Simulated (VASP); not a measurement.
Here is a VASP 6.6.1 calculation.

The input INCAR:

```
SYSTEM = Cs3Ga
PREC = Accurate
ENCUT = 520
EDIFF = 1E-6
ISMEAR = 0
SIGMA = 0.1
LREAL = .False.
LASPH = .True.
NELM = 60
ALGO = Fast
ISIF = 2
LWAVE = .False.
LCHARG = .False.
GGA = PE
NBANDS = 28
```

File KPOINTS:

```
regular mesh
0
Gamma
  12 12 4
  0 0 0
```

Contents of POSCAR:

```
Cs3Ga
1.0
    5.4350556114      0.0000000000      0.0000000000
   -2.7175278057      4.7068962305      0.0000000000
    0.0000000000      0.0000000000     13.3759180874
Cs Ga
3 1
Direct
    0.3333333333      0.6666666667      0.1626293632
    0.0000000000      0.0000000000      0.5000000000
    0.6666666667      0.3333333333      0.8373706368
    0.0000000000      0.0000000000      0.0000000000
```

Potentials or basis: VASP PAW PBE potentials, release 64 (Cs_sv, Ga_d).

The run is started by

```console
$ cat potpaw_PBE.64/Cs_sv/POTCAR potpaw_PBE.64/Ga_d/POTCAR > POTCAR
$ mpirun -np 1 vasp_std > vasp.out
```

Task: Predict the largest force.

Result: 0.004 eV/Å.

Task: What does it give for the band gap on the k mesh?

Result: Zero (bands 20 and 21 overlap by 0.39 eV).

Forces on the atoms (eV/Å):
```
Cs   0.000  0.000  0.004
Cs   0.000  0.000  0.000
Cs   0.000  0.000 -0.004
Ga   0.000  0.000  0.000
```

Caveat: spin-orbit coupling is left out, which moves the levels of the heavy elements.
